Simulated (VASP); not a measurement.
# Be (P6_3/mmc) in VASP: further runs, part 2 of 2

VASP 6.6.1. Earlier steps stand in the parts before.

### 4 Single point, PBEsol

This run uses another cell than the first one, of 7.72 Å³/atom, 1.023 times its volume.

INCAR reads:

```
PREC = Accurate
ENCUT = 520
EDIFF = 1E-7
ISMEAR = -1
SIGMA = 0.05
LREAL = False
LASPH = True
NELM = 100
ALGO = Normal
ISIF = 2
LWAVE = False
LCHARG = False
GGA = PS
NBANDS = 9
```

KPOINTS reads:

```
regular mesh
0
Gamma
  13 13 8
```

POSCAR reads:

```
Be
1.0
    2.2489802884      0.0000000000      0.0000000000
   -1.1244901442      1.9476740623      0.0000000000
    0.0000000000      0.0000000000      3.5263399783
Be
2
Direct
    0.6666666667      0.3333333333      0.7500000000
    0.3333333333      0.6666666667      0.2500000000
```

Potentials or basis: VASP PAW PBE potentials, release 64 (Be).

Command:

```bash
$ cat potpaw_PBE.64/Be/POTCAR > POTCAR
$ mpirun -np 1 vasp_std > vasp.out
```

OUTCAR:

```text
PREC = Accurate
   ENCUT = 520
   EDIFF = 1E-7
   ISMEAR = -1
   LREAL = False
   LASPH = True
   NELM = 100
   ISIF = 2
   GGA = PS

 ion  position               nearest neighbor table
   1  0.667  0.333  0.750-   2 2.19   2 2.19   2 2.19   2 2.19   2 2.19   2 2.19
   2  0.333  0.667  0.250-   1 2.19   1 2.19   1 2.19   1 2.19   1 2.19   1 2.19

  LATTYP: Found a hexagonal cell.
 ALAT       =     2.2489802884
 C/A-ratio  =     1.5679728259

  Lattice vectors:

 A1 = (   2.2489802884,   0.0000000000,   0.0000000000)
 A2 = (  -1.1244901442,   1.9476740623,   0.0000000000)
 A3 = (   0.0000000000,   0.0000000000,   3.5263399783)

Analysis of symmetry for initial positions (statically):
=====================================================================
 Subroutine PRICEL returns:
 Original cell was already a primitive cell.

 Routine SETGRP: Setting up the symmetry group for a
 hexagonal supercell.

 Subroutine GETGRP returns: Found 24 space group operations
 (whereof 12 operations were pure point group operations)
 out of a pool of 24 trial point group operations.

The static configuration has the point symmetry D_3d.
 The point group associated with its full space group is D_6h.

Analysis of symmetry for dynamics (positions and initial velocities):
=====================================================================
 Subroutine PRICEL returns:
 Original cell was already a primitive cell.

 Routine SETGRP: Setting up the symmetry group for a
 hexagonal supercell.

 Subroutine GETGRP returns: Found 24 space group operations
 (whereof 12 operations were pure point group operations)
 out of a pool of 24 trial point group operations.

The dynamic configuration has the point symmetry D_3d.
 The point group associated with its full space group is D_6h.

 Subroutine INISYM returns: Found 24 space group operations
 (whereof 12 operations are pure point group operations),
 and found     1 'primitive' translations

----------------------------------------------------------------------------------------

                                     Primitive cell

  volume of cell :      15.4464

  direct lattice vectors                    reciprocal lattice vectors
     2.248980288  0.000000000  0.000000000     0.444645960  0.256716465  0.000000000
    -1.124490144  1.947674062  0.000000000     0.000000000  0.513432930  0.000000000
     0.000000000  0.000000000  3.526339978     0.000000000  0.000000000  0.283580144

  length of vectors
     2.248980288  2.248980288  3.526339978     0.513432930  0.513432930  0.283580144

  position of ions in fractional coordinates (direct lattice)
     0.666666667  0.333333333  0.750000000
     0.333333333  0.666666667  0.250000000

  ion indices of the primitive-cell ions
   primitive index   ion index
                 1           1
                 2           2

----------------------------------------------------------------------------------------

 KPOINTS: regular mesh

Automatic generation of k-mesh.
 Grid dimensions read from file:
 generate k-points for:   13   13    8

 Generating k-lattice:

  Cartesian coordinates                     Fractional coordinates (reciprocal lattice)
     0.034203535  0.019747420  0.000000000     0.076923077  0.000000000  0.000000000
     0.000000000  0.039494841  0.000000000     0.000000000  0.076923077  0.000000000
     0.000000000  0.000000000  0.035447518     0.000000000  0.000000000  0.125000000

  Length of vectors
     0.039494841  0.039494841  0.035447518

  Shift w.r.t. Gamma in fractional coordinates (k-lattice)
     0.000000000  0.000000000  0.000000000

 Subroutine IBZKPT returns following result:
 ===========================================

 Found    105 irreducible k-points:

 Following reciprocal coordinates:
            Coordinates               Weight
  0.000000  0.000000  0.000000      1.000000
  0.076923  0.000000  0.000000      6.000000
  0.153846  0.000000  0.000000      6.000000
  0.230769  0.000000  0.000000      6.000000
  0.307692  0.000000  0.000000      6.000000
  0.384615  0.000000  0.000000      6.000000
[... 16 lines left out ...]
  0.076923  0.000000  0.125000     12.000000
  0.153846  0.000000  0.125000     12.000000
 [... further k-points ...]
   k-points           NKPTS =    105   k-points in BZ     NKDIM =    105   number of bands    NBANDS=      9
   number of dos      NEDOS =    301   number of ions     NIONS =      2
   total plane-waves  NPLWV =   9072
   dimension x,y,z NGX =    18 NGY =   18 NGZ =   28
   dimension x,y,z NGXF=    36 NGYF=   36 NGZF=   56
   ions per type =               2
   NGX,Y,Z   is equivalent  to a cutoff of  13.31, 13.31, 13.20 a.u.
   NGXF,Y,Z  is equivalent  to a cutoff of  26.61, 26.61, 26.40 a.u.
 SYSTEM =  unknown system
   PREC   = accura    normal or accurate (medium, high low for compatibility)
   ISTART =      0    job   : 0-new  1-cont  2-samecut
   ICHARG =      2    charge: 1-file 2-atom 10-const
   ISPIN  =      1    spin polarized calculation?
   LNONCOLLINEAR =      F non collinear calculations
   LSORBIT =      F    spin-orbit coupling
   LASPH  =      T    aspherical Exc in radial PAW
   ENCUT  =  520.0 eV  38.22 Ry    6.18 a.u.   4.18  4.18  6.56*2*pi/ulx,y,z
   NELM   =    100;   NELMIN=  2; NELMDL= -5     # of ELM steps
   EDIFF  = 0.1E-06   stopping-criterion for ELM
   LREAL  =      F    real-space projection
   EDIFFG = 0.1E-05   stopping-criterion for IOM
   NSW    =      0    number of steps for IOM
   IBRION =     -1    ionic relax: 0-MD 1-quasi-New 2-CG
   NFREE  =      0    steps in history (QN), initial steepest desc. (CG)
   ISIF   =      2    stress and relaxation
   ISYM   =      2    0-nonsym 1-usesym 2-fastsym
   POTIM  = 0.5000    time-step for ionic-motion
   TEBEG  =    0.0;   TEEND  =   0.0 temperature during run
   PSTRESS=    0.0 pullay stress
   NELECT =       4.0000    total number of electrons
   NUPDOWN=      -1.0000    fix difference up-down
   EMIN   =  10.00;   EMAX   =-10.00  energy-range for DOS
[... 5 lines left out ...]
     AMIX     =   0.40;   BMIX     =  1.00
     AMIX_MAG =   1.60;   BMIX_MAG =  1.00
  volume/ion in A,a.u.               =       7.72        52.12
  Fermi-wavevector in a.u.,A,eV,Ry     =   1.043485  1.971900 14.814847  1.088861
  Thomas-Fermi vector in A             =   2.178196
   LORBIT       =      0    0 simple, 1 ext, 2 COOP (PROOUT), +10 PAW based schemes
   GGA     = PS    functional components
   LHFCALC =     F    Hartree Fock is set to
   AEXX    =    0.0000 exact exchange contribution
   IVDW    =     0    specifies the selected vdW correction
   LEPSILON=     F    determine dielectric tensor
   LRPA    =     F    only Hartree local field effects (RPA)
 non-spin polarized calculation
  energy-cutoff  :      520.00
  volume of cell :       15.45
 maximum number of plane-waves:       430
 NGX is ok and might be reduce to    18
   NGX =  9   NGY =  9   NGZ = 13

 number of electron       4.0000000 magnetization

 Free energy of the ion-electron system (eV)
  ---------------------------------------------------
  ext. energy  EPLUGINS =         0.00000000
  ---------------------------------------------------
  free energy    TOTEN  =        -7.99164065 eV

  energy without entropy =       -7.99062661  energy(sigma->0) =       -7.99113363

 E-fermi :   7.0283     XC(G=0): -10.6849

 val. band max:        6.9501251705   @ k =   0.2308   0.1538   0.0000
 cond. band min:       7.1092796363   @ k =   0.3077   0.1538   0.0000
 fundamental gap:      0.1591544658
 Fermi energy:         7.0283249661

 k-point     1 :       0.0000    0.0000    0.0000
  band No.  band energies     occupation
      1      -4.2636      2.00000
      2       2.7043      2.00000
      3       8.4883      0.00000
      4      23.4100      0.00000
      5      23.4100      0.00000
      6      26.3261      0.00000
      7      26.3261      0.00000
      8      28.6314      0.00000
      9      34.6398      0.00000

 k-point     2 :       0.0769    0.0000    0.0000
  band No.  band energies     occupation
      1      -4.0930      2.00000
      2       2.9303      2.00000
      3       8.5319      0.00000
      4      22.0444      0.00000
      5      22.4251      0.00000
      6      26.3474      0.00000
      7      26.8086      0.00000
      8      28.2750      0.00000
      9      32.3864      0.00000
[... 253 lines left out ...]
 k-point    24 :       0.1538    0.0000    0.1250
  band No.  band energies     occupation
      1      -3.4431      2.00000
      2       2.7861      2.00000
      3       9.7698      0.00000
      4      19.2617      0.00000
      5      20.9186      0.00000
      6      25.5714      0.00000
      7      26.3989      0.00000
      8      26.5205      0.00000
      9      29.5910      0.00000

 [... further k-points ...]
[... 5 lines left out ...]
  --------------------------------------------------------------------------------------
  -------------------------------------------------------------------------------------
  Total        0.2246322      0.2246322      0.2393163      0.0000000     -0.0000000     -0.0000000
  in kB       23.3000270     23.3000270     24.8231407      0.0000000     -0.0000000     -0.0000000
  external PRESSURE =      23.8077316 kB  Pullay stress =       0.0000000 kB

 VOLUME and BASIS-vectors are now :
 -----------------------------------------------------------------------------
  energy-cutoff  :      520.00
  volume of cell :       15.45
      direct lattice vectors                 reciprocal lattice vectors
     2.248980288  0.000000000  0.000000000     0.444645960  0.256716465  0.000000000
    -1.124490144  1.947674062  0.000000000     0.000000000  0.513432930  0.000000000
     0.000000000  0.000000000  3.526339978     0.000000000  0.000000000  0.283580144

 POSITION                                       TOTAL-FORCE (eV/Angst)
 -----------------------------------------------------------------------------------
      1.12449      0.64922      2.64475        -0.000000      0.000000      0.000000
     -0.00000      1.29845      0.88158         0.000000     -0.000000      0.000000
 -----------------------------------------------------------------------------------
    total drift:                                0.000000     -0.000000      0.000000

  FREE ENERGIE OF THE ION-ELECTRON SYSTEM (eV)
  ---------------------------------------------------
  free  energy   TOTEN  =        -7.9916406535 eV

  energy  without entropy=       -7.9906266079  energy(sigma->0) =       -7.99113363
```

OSZICAR:

```text
N       E                     dE             d eps       ncg     rms          rms(c)
DAV:   1    -0.326320223631E+01   -0.32632E+01   -0.18017E+03  1906   0.366E+02
DAV:   2    -0.795950498762E+01   -0.46963E+01   -0.45718E+01  2860   0.558E+01
DAV:   3    -0.802611767908E+01   -0.66613E-01   -0.66533E-01  2193   0.414E+00
DAV:   4    -0.802623373340E+01   -0.11605E-03   -0.11605E-03  2358   0.161E-01
DAV:   5    -0.802623378517E+01   -0.51767E-07   -0.51743E-07  2090   0.343E-03    0.127E+00
DAV:   6    -0.800177799351E+01    0.24456E-01   -0.27867E-03  2003   0.525E-01    0.776E-01
DAV:   7    -0.799164214453E+01    0.10136E-01   -0.38404E-03  1984   0.540E-01    0.154E-02
DAV:   8    -0.799164000364E+01    0.21409E-05   -0.15364E-05  2109   0.275E-02    0.660E-03
DAV:   9    -0.799164063353E+01   -0.62989E-06   -0.44798E-07  2147   0.443E-03    0.512E-04
DAV:  10    -0.799164065354E+01   -0.20007E-07   -0.41690E-10  1522   0.151E-04
   1 F= -.79916407E+01 E0= -.79911336E+01  d E =-.101405E-02
```

Run time: 24 s. Hardware: 1 thread of AMD EPYC, shared host; peak memory 0.1 GiB.

Results:

| Quantity | Value |
| --- | --- |
| Free energy | -7.9916 eV |
| Pressure | 2.4 GPa |
| Band gap on the k mesh | zero (band 2 reaches 8.30 eV, above the bottom of band 3 at 6.66 eV) |

Levels at points of the mesh, in eV from the Fermi level:
```tsv
k point	band 1	band 2	band 3	band 4	band 5	band 6
(0.00, 0.00, 0.00)	-11.29	-4.32	1.46	16.38	16.38	19.30
(0.00, 0.00, 0.50)	-9.10	-9.10	11.21	11.21	18.08	18.08
```

Caveat: the PAW data sets were made with another functional, which shifts forces and pressure a little.

### 5 Overview

```csv
cell,gap on the mesh (eV),pressure (GPa)
"a = 2.231, b = 2.231, c = 3.503 Å, angles 90.0, 90.0, 120.0°, 2 atoms",none,5.4
"a = 2.261, b = 2.261, c = 3.543 Å, angles 90.0, 90.0, 120.0°, 2 atoms",none,0.4
"a = 2.249, b = 2.249, c = 3.526 Å, angles 90.0, 90.0, 120.0°, 2 atoms",none,2.4
```

Alike in all rows: task single point; level PBEsol; potentials or basis VASP PAW PBE potentials, release 64 (Be); no spin polarisation; k mesh 13 × 13 × 8; cutoff (eV) 520; smearing fermi-dirac 0.05 eV.

Caveats: the PAW data sets were made with another functional, which shifts forces and pressure a little.

Total energies depend on the potentials used, so only differences within one code and one set of settings carry meaning.
